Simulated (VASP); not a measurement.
# W (Fd-3m) in VASP: a series of runs

The runs below take W through single point, with r2SCAN.

All numbers are computed with VASP 6.6.1; they aren't measurements. Logs are shortened: lines on timing, memory, paths and dates and some standing lists are left out, and cuts for length are marked.

## 1. The cell of the first run

Symmetry: Fd-3m, No. 227, cubic system. The conventional cell has a = 5.868 Å, b = 5.868 Å, c = 5.868 Å, α = 90.00°, β = 90.00°, γ = 90.00°. Within 3.4 Å of W (site symmetry -43m) lie 4 W at 2.54 Å.

## 2. Single point, r2SCAN (volume scaled by 1.04)

POSCAR

```
W
1.0
    0.0000000000      2.9339172269      2.9339172269
    2.9339172269      0.0000000000      2.9339172269
    2.9339172269      2.9339172269      0.0000000000
W
2
Direct
    0.1250000000      0.1250000000      0.1250000000
    0.8750000000      0.8750000000      0.8750000000
```

INCAR.step1

```
SYSTEM = W
ALGO     = Normal         ! electronic algorithm
EDIFF    = 1E-4           ! SCF threshold, eV
ENCUT    = 520            ! plane-wave cutoff, eV
GGA      = PE             ! functional
ISMEAR   = -1             ! smearing method
LASPH    = .TRUE.         ! aspherical terms in the spheres
LCHARG   = .FALSE.        ! write CHGCAR
LREAL    = .FALSE.        ! projectors in reciprocal space
LWAVE    = .TRUE.         ! write WAVECAR
NBANDS   = 21             ! bands
NELM     = 80             ! most SCF steps
PREC     = Accurate       ! precision mode
SIGMA    = 0.1            ! smearing width, eV
```

INCAR.step2

```
SYSTEM = W
ALGO     = Normal         ! electronic algorithm
EDIFF    = 1E-6           ! SCF threshold, eV
ENCUT    = 520            ! plane-wave cutoff, eV
ISIF     = 2              ! what is computed and relaxed
ISMEAR   = -1             ! smearing method
ISTART   = 1            
LASPH    = .TRUE.         ! aspherical terms in the spheres
LCHARG   = .FALSE.        ! write CHGCAR
LMIXTAU  = .TRUE.       
LREAL    = .FALSE.        ! projectors in reciprocal space
LWAVE    = .FALSE.        ! write WAVECAR
METAGGA  = R2SCAN         ! meta-GGA
NBANDS   = 21             ! bands
NELM     = 80             ! most SCF steps
PREC     = Accurate       ! precision mode
SIGMA    = 0.1            ! smearing width, eV
```

KPOINTS

```
k-points
0
G
  11 11 11
  0 0 0
```

Potentials or basis: VASP PAW PBE potentials, release 64 (W_sv).

Started as:

```bash
$ cat potpaw_PBE.64/W_sv/POTCAR > POTCAR
$ cp INCAR.step1 INCAR
$ mpirun -np 1 vasp_std > vasp.out
$ cp INCAR.step2 INCAR
$ mpirun -np 1 vasp_std > vasp.out
```

OUTCAR:

```text
SYSTEM = W
   EDIFF = 1E-6
   ENCUT = 520
   ISIF = 2
   ISMEAR = -1
   ISTART = 1
   LASPH = .TRUE.
   LREAL = .FALSE.
   METAGGA = R2SCAN
   NELM = 80
   PREC = Accurate

 ion  position               nearest neighbor table
   1  0.125  0.125  0.125-   2 2.54   2 2.54   2 2.54   2 2.54
   2  0.875  0.875  0.875-   1 2.54   1 2.54   1 2.54   1 2.54

  LATTYP: Found a face centered cubic cell.
 ALAT       =     5.8678344538

  Lattice vectors:

 A1 = (   0.0000000000,   2.9339172269,   2.9339172269)
 A2 = (   2.9339172269,   0.0000000000,   2.9339172269)
 A3 = (   2.9339172269,   2.9339172269,   0.0000000000)

Analysis of symmetry for initial positions (statically):
=====================================================================
 Subroutine PRICEL returns:
 Original cell was already a primitive cell.

 Routine SETGRP: Setting up the symmetry group for a
 face centered cubic supercell.

 Subroutine GETGRP returns: Found 48 space group operations
 (whereof 12 operations were pure point group operations)
 out of a pool of 48 trial point group operations.

The static configuration has the point symmetry D_3d.
 The point group associated with its full space group is O_h .

Analysis of symmetry for dynamics (positions and initial velocities):
=====================================================================
 Subroutine PRICEL returns:
 Original cell was already a primitive cell.

 Routine SETGRP: Setting up the symmetry group for a
 face centered cubic supercell.

 Subroutine GETGRP returns: Found 48 space group operations
 (whereof 12 operations were pure point group operations)
 out of a pool of 48 trial point group operations.

The dynamic configuration has the point symmetry D_3d.
 The point group associated with its full space group is O_h .

 Subroutine INISYM returns: Found 48 space group operations
 (whereof 12 operations are pure point group operations),
 and found     1 'primitive' translations

----------------------------------------------------------------------------------------

                                     Primitive cell

  volume of cell :      50.5096

  direct lattice vectors                    reciprocal lattice vectors
     0.000000000  2.933917227  2.933917227    -0.170420622  0.170420622  0.170420622
     2.933917227  0.000000000  2.933917227     0.170420622 -0.170420622  0.170420622
     2.933917227  2.933917227  0.000000000     0.170420622  0.170420622 -0.170420622

  length of vectors
     4.149185533  4.149185533  4.149185533     0.295177177  0.295177177  0.295177177

  position of ions in fractional coordinates (direct lattice)
     0.125000000  0.125000000  0.125000000
     0.875000000  0.875000000  0.875000000

  ion indices of the primitive-cell ions
   primitive index   ion index
                 1           1
                 2           2

----------------------------------------------------------------------------------------

 KPOINTS: k-points

Automatic generation of k-mesh.
 Grid dimensions read from file:
 generate k-points for:   11   11   11

 Generating k-lattice:

  Cartesian coordinates                     Fractional coordinates (reciprocal lattice)
    -0.015492784  0.015492784  0.015492784     0.090909091  0.000000000  0.000000000
     0.015492784 -0.015492784  0.015492784     0.000000000  0.090909091  0.000000000
     0.015492784  0.015492784 -0.015492784     0.000000000  0.000000000  0.090909091

  Length of vectors
     0.026834289  0.026834289  0.026834289

  Shift w.r.t. Gamma in fractional coordinates (k-lattice)
     0.000000000  0.000000000  0.000000000

 Subroutine IBZKPT returns following result:
 ===========================================

 Found     56 irreducible k-points:

 Following reciprocal coordinates:
            Coordinates               Weight
  0.000000  0.000000  0.000000      1.000000
  0.090909  0.000000  0.000000      8.000000
  0.181818  0.000000  0.000000      8.000000
  0.272727  0.000000  0.000000      8.000000
  0.363636  0.000000  0.000000      8.000000
  0.454545  0.000000  0.000000      8.000000
[... 16 lines left out ...]
 -0.272727  0.181818  0.000000     24.000000
 -0.181818  0.181818  0.000000     12.000000
 [... further k-points ...]
   k-points           NKPTS =     56   k-points in BZ     NKDIM =     56   number of bands    NBANDS=     21
   number of dos      NEDOS =    301   number of ions     NIONS =      2
   total plane-waves  NPLWV =  32768
   dimension x,y,z NGX =    32 NGY =   32 NGZ =   32
   dimension x,y,z NGXF=    64 NGYF=   64 NGZF=   64
   ions per type =               2
   NGX,Y,Z   is equivalent  to a cutoff of  12.82, 12.82, 12.82 a.u.
   NGXF,Y,Z  is equivalent  to a cutoff of  25.64, 25.64, 25.64 a.u.
 SYSTEM =  W
   PREC   = accura    normal or accurate (medium, high low for compatibility)
   ISTART =      1    job   : 0-new  1-cont  2-samecut
   ICHARG =      0    charge: 1-file 2-atom 10-const
   ISPIN  =      1    spin polarized calculation?
   LNONCOLLINEAR =      F non collinear calculations
   LSORBIT =      F    spin-orbit coupling
   LASPH  =      T    aspherical Exc in radial PAW
   ENCUT  =  520.0 eV  38.22 Ry    6.18 a.u.   7.71  7.71  7.71*2*pi/ulx,y,z
   NELM   =     80;   NELMIN=  2; NELMDL=  0     # of ELM steps
   EDIFF  = 0.1E-05   stopping-criterion for ELM
   LREAL  =      F    real-space projection
   EDIFFG = 0.1E-04   stopping-criterion for IOM
   NSW    =      0    number of steps for IOM
   IBRION =     -1    ionic relax: 0-MD 1-quasi-New 2-CG
   NFREE  =      0    steps in history (QN), initial steepest desc. (CG)
   ISIF   =      2    stress and relaxation
   ISYM   =      2    0-nonsym 1-usesym 2-fastsym
   POTIM  = 0.5000    time-step for ionic-motion
   TEBEG  =    0.0;   TEEND  =   0.0 temperature during run
   PSTRESS=    0.0 pullay stress
   NELECT =      28.0000    total number of electrons
   NUPDOWN=      -1.0000    fix difference up-down
   EMIN   =  10.00;   EMAX   =-10.00  energy-range for DOS
   EFERMI =   0.00;   METHOD = LEGACY
   ISMEAR =    -1;   SIGMA  =   0.10  broadening in eV -4-tet -1-fermi 0-gaus
   EFERMI_NEDOS =   21; number of points for ismear=-14 and -15
   IALGO  =     38    algorithm
   IMIX   =      4    mixing-type and parameters
     AMIX     =   0.40;   BMIX     =  1.00
     AMIX_MAG =   1.60;   BMIX_MAG =  1.00
  volume/ion in A,a.u.               =      25.25       170.43
  Fermi-wavevector in a.u.,A,eV,Ry     =   1.344837  2.541373 24.607314  1.808587
  Thomas-Fermi vector in A             =   2.472798
   LORBIT       =      0    0 simple, 1 ext, 2 COOP (PROOUT), +10 PAW based schemes
   METAGGA = R2SCAN    functional components
   LHFCALC =     F    Hartree Fock is set to
   AEXX    =    0.0000 exact exchange contribution
   IVDW    =     0    specifies the selected vdW correction
   LEPSILON=     F    determine dielectric tensor
   LRPA    =     F    only Hartree local field effects (RPA)
 non-spin polarized calculation
  energy-cutoff  :      520.00
  volume of cell :       50.51
 maximum number of plane-waves:      1379
   NGX = 15   NGY = 15   NGZ = 15

 number of electron      28.0000003 magnetization

 Free energy of the ion-electron system (eV)
  ---------------------------------------------------
  ext. energy  EPLUGINS =         0.00000000
  ---------------------------------------------------
  free energy    TOTEN  =       -97.07333713 eV

  energy without entropy =      -96.98195459  energy(sigma->0) =      -97.02764586

 E-fermi :   4.8967     XC(G=0): -11.4313

 val. band max:        4.8908284893   @ k =   0.3636   0.0909   0.0000
 cond. band min:       4.9006528779   @ k =  -0.4545   0.3636   0.0909
 fundamental gap:      0.0098243886
 Fermi energy:         4.8966586080

 k-point     1 :       0.0000    0.0000    0.0000
  band No.  band energies     occupation
      1     -70.0960      2.00000
      2     -69.7702      2.00000
      3     -34.0397      2.00000
      4     -34.0397      2.00000
      5     -34.0397      2.00000
      6     -33.1184      2.00000
[... 13 lines left out ...]
     20      16.2732      0.00000
     21      16.2912      0.00000

 k-point     2 :       0.0909    0.0000    0.0000
  band No.  band energies     occupation
      1     -70.0912      2.00000
      2     -69.7752      2.00000
      3     -34.0484      2.00000
      4     -34.0484      2.00000
      5     -34.0381      2.00000
      6     -33.1209      2.00000
[... 13 lines left out ...]
     20      15.8684      0.00000
     21      16.4767      0.00000

 k-point     3 :       0.1818    0.0000    0.0000
  band No.  band energies     occupation
      1     -70.0773      2.00000
      2     -69.7894      2.00000
      3     -34.0709      2.00000
      4     -34.0709      2.00000
      5     -34.0339      2.00000
      6     -33.1274      2.00000
[... 13 lines left out ...]
     20      15.0143      0.00000
     21      15.5477      0.00000

 k-point     4 :       0.2727    0.0000    0.0000
  band No.  band energies     occupation
      1     -70.0568      2.00000
      2     -69.8105      2.00000
      3     -34.0988      2.00000
      4     -34.0988      2.00000
      5     -34.0287      2.00000
      6     -33.1355      2.00000
[... 13 lines left out ...]
     20      12.9114      0.00000
     21      15.2385      0.00000

 k-point     5 :       0.3636    0.0000    0.0000
  band No.  band energies     occupation
      1     -70.0342      2.00000
      2     -69.8335      2.00000
      3     -34.1230      2.00000
      4     -34.1230      2.00000
      5     -34.0244      2.00000
      6     -33.1424      2.00000
[... 13 lines left out ...]
     20      11.1062      0.00000
     21      15.1406      0.00000
[... 382 lines left out ...]
     20      10.0084      0.00000
     21      13.1771      0.00000

 k-point    22 :      -0.3636    0.1818    0.0000
  band No.  band energies     occupation
      1     -70.0060      2.00000
      2     -69.8621      2.00000
      3     -34.2176      2.00000
      4     -34.1508      2.00000
      5     -33.8955      2.00000
      6     -33.2712      2.00000
[... 13 lines left out ...]
     20      10.3988      0.00000
     21      13.0706      0.00000

 k-point    23 :      -0.2727    0.1818    0.0000
  band No.  band energies     occupation
      1     -70.0265      2.00000
      2     -69.8413      2.00000
      3     -34.1977      2.00000
      4     -34.1253      2.00000
      5     -33.9286      2.00000
      6     -33.2369      2.00000
[... 13 lines left out ...]
     20      11.6767      0.00000
     21      13.2843      0.00000

 k-point    24 :      -0.1818    0.1818    0.0000
  band No.  band energies     occupation
      1     -70.0490      2.00000
      2     -69.8184      2.00000
      3     -34.1604      2.00000
      4     -34.0976      2.00000
      5     -33.9696      2.00000
      6     -33.1945      2.00000
[... 13 lines left out ...]
     20      13.3308      0.00000
     21      13.9544      0.00000

 [... further k-points ...]

------------------------ aborting loop because EDIFF is reached ----------------------------------------

  FORCE on cell =-STRESS in cart. coord.  units (eV):
  Direction    XX          YY          ZZ          XY          YZ          ZX
  --------------------------------------------------------------------------------------
  -------------------------------------------------------------------------------------
  Total       -1.2290473     -1.2290473     -1.2290473      0.0000000      0.0000000     -0.0000000
  in kB      -38.9857256    -38.9857256    -38.9857256      0.0000000      0.0000000     -0.0000000
  external PRESSURE =     -38.9857256 kB  Pullay stress =       0.0000000 kB

 VOLUME and BASIS-vectors are now :
 -----------------------------------------------------------------------------
  energy-cutoff  :      520.00
  volume of cell :       50.51
      direct lattice vectors                 reciprocal lattice vectors
     0.000000000  2.933917227  2.933917227    -0.170420622  0.170420622  0.170420622
     2.933917227  0.000000000  2.933917227     0.170420622 -0.170420622  0.170420622
     2.933917227  2.933917227  0.000000000     0.170420622  0.170420622 -0.170420622

 POSITION                                       TOTAL-FORCE (eV/Angst)
 -----------------------------------------------------------------------------------
      0.73348      0.73348      0.73348         0.000000      0.000000      0.000000
      5.13436      5.13436      5.13436        -0.000000     -0.000000     -0.000000
 -----------------------------------------------------------------------------------
    total drift:                                0.000000      0.000000     -0.000000

  FREE ENERGIE OF THE ION-ELECTRON SYSTEM (eV)
  ---------------------------------------------------
  free  energy   TOTEN  =       -97.0733371307 eV

  energy  without entropy=      -96.9819545859  energy(sigma->0) =      -97.02764586
```

Run time: 62 s. Hardware: 1 thread of Intel Xeon 6975P-C (Granite Rapids), shared host; peak memory 0.21 GiB.

Results:

* Free energy: -97.0733 eV
* Pressure: -3.9 GPa
* Band gap on the k mesh: zero (band 14 reaches 5.44 eV, above the bottom of band 15 at 4.41 eV)

Caveat: the PAW data sets were made with another functional, which shifts forces and pressure a little; spin-orbit coupling is left out, which moves the levels of the heavy elements.

## 3. Single point, r2SCAN (volume scaled by 1.08)

POSCAR

```
W
1.0
    0.0000000000      2.9710593626      2.9710593626
    2.9710593626      0.0000000000      2.9710593626
    2.9710593626      2.9710593626      0.0000000000
W
2
Direct
    0.1250000000      0.1250000000      0.1250000000
    0.8750000000      0.8750000000      0.8750000000
```

INCAR.step1

```
PREC     = Accurate       # precision mode
ENCUT    = 520            # plane-wave cutoff, eV
ISMEAR   = -1             # smearing method
SIGMA    = 0.1            # smearing width, eV
LREAL    = F              # projectors in reciprocal space
LASPH    = T              # aspherical terms in the spheres
NELM     = 80             # most SCF steps
NBANDS   = 21             # bands
GGA      = PE             # functional
ALGO     = Normal         # electronic algorithm
EDIFF    = 1E-4           # SCF threshold, eV
LWAVE    = T              # write WAVECAR
LCHARG   = F              # write CHGCAR
```

INCAR.step2

```
PREC     = Accurate       # precision mode
ENCUT    = 520            # plane-wave cutoff, eV
EDIFF    = 1E-6           # SCF threshold, eV
ISMEAR   = -1             # smearing method
SIGMA    = 0.1            # smearing width, eV
LREAL    = F              # projectors in reciprocal space
LASPH    = T              # aspherical terms in the spheres
NELM     = 80             # most SCF steps
ALGO     = Normal         # electronic algorithm
ISIF     = 2              # what is computed and relaxed
LWAVE    = F              # write WAVECAR
LCHARG   = F              # write CHGCAR
METAGGA  = R2SCAN         # meta-GGA
LMIXTAU  = T            
NBANDS   = 21             # bands
ISTART   = 1
```

KPOINTS

```
regular mesh
0
Gamma
  11 11 11
```

Potentials or basis: VASP PAW PBE potentials, release 64 (W_sv).

Started as:

```bash
$ cat potpaw_PBE.64/W_sv/POTCAR > POTCAR
$ cp INCAR.step1 INCAR
$ mpirun -np 1 vasp_std > vasp.out
$ cp INCAR.step2 INCAR
$ mpirun -np 1 vasp_std > vasp.out
```

It took 52 s on 1 thread of Intel Xeon 6975P-C (Granite Rapids), shared host; peak memory 0.2 GiB.

It converged, with:

- Free energy: -97.0021 eV
- Pressure: -7.8 GPa
- Band gap on the k mesh: zero (band 14 reaches 5.06 eV, above the bottom of band 15 at 4.03 eV)

Levels at points of the mesh, in eV from the Fermi level:
| k point | band 10 | band 11 | band 12 | band 13 | band 14 | band 15 | band 16 | band 17 | band 18 | band 19 |
| --- | --- | --- | --- | --- | --- | --- | --- | --- | --- | --- |
| (0.00, 0.00, 0.00) | -1.65 | -1.65 | -1.13 | -1.13 | -1.13 | 1.58 | 1.58 | 1.58 | 5.26 | 5.26 |

Caveat: the PAW data sets were made with another functional, which shifts forces and pressure a little; spin-orbit coupling is left out, which moves the levels of the heavy elements.

## 4. Single point, r2SCAN (volume scaled by 1.12)

POSCAR

```
W
1.0
    0.0000000000      3.0072953651      3.0072953651
    3.0072953651      0.0000000000      3.0072953651
    3.0072953651      3.0072953651      0.0000000000
W
2
Direct
    0.1250000000      0.1250000000      0.1250000000
    0.8750000000      0.8750000000      0.8750000000
```

INCAR.step1

```
  PREC = Accurate
  ENCUT = 520
  ISMEAR = -1
  SIGMA = 0.1
  LREAL = False
  LASPH = True
  NELM = 80
  NBANDS = 21
  GGA = PE
  ALGO = Normal
  EDIFF = 1E-4
  LWAVE = True
  LCHARG = False
```

INCAR.step2

```
  PREC = Accurate
  ENCUT = 520
  EDIFF = 1E-7
  ISMEAR = -1
  SIGMA = 0.1
  LREAL = False
  LASPH = True
  NELM = 80
  ALGO = Normal
  ISIF = 2
  LWAVE = False
  LCHARG = False
  METAGGA = R2SCAN
  LMIXTAU = True
  NBANDS = 21
  ISTART = 1
```

KPOINTS is that of step 3.

Started as:

```bash
$ cat potpaw_PBE.64/W_sv/POTCAR > POTCAR
$ cp INCAR.step1 INCAR
$ mpirun -np 1 vasp_std > vasp.out
$ cp INCAR.step2 INCAR
$ mpirun -np 1 vasp_std > vasp.out
```

Wall time 73 s (1 thread of Intel Xeon 6975P-C (Granite Rapids), shared host); peak memory 0.21 GiB.

Results (log left out):

```
Free energy            : -96.8876 eV
Pressure               : -11.1 GPa
Band gap on the k mesh : zero (band 14 reaches 4.71 eV, above the bottom of band 15 at 3.69 eV)
```

Levels at points of the mesh, in eV from the Fermi level:
```
           k point  band 11  band 12  band 13  band 14  band 15  band 16  band 17  band 18
(0.00, 0.00, 0.00)    -1.54    -1.09    -1.09    -1.09     1.54     1.54     1.54     5.04
```

Caveat: the PAW data sets were made with another functional, which shifts forces and pressure a little; spin-orbit coupling is left out, which moves the levels of the heavy elements.

## 5. Summary

```csv
cell,gap on the mesh (eV),pressure (GPa)
"a = 4.149 Å, angles 60.0°, 2 atoms",none,-3.9
"a = 4.202 Å, angles 60.0°, 2 atoms",none,-7.8
"a = 4.253 Å, angles 60.0°, 2 atoms",none,-11.1
```

Alike in all rows: task single point; level r2SCAN; potentials or basis VASP PAW PBE potentials, release 64 (W_sv); no spin polarisation; k mesh 11 × 11 × 11; cutoff (eV) 520; smearing fermi-dirac 0.1 eV.

Caveats: the PAW data sets were made with another functional, which shifts forces and pressure a little; spin-orbit coupling is left out, which moves the levels of the heavy elements.

Absolute energies hang on the potentials; compare differences alone.
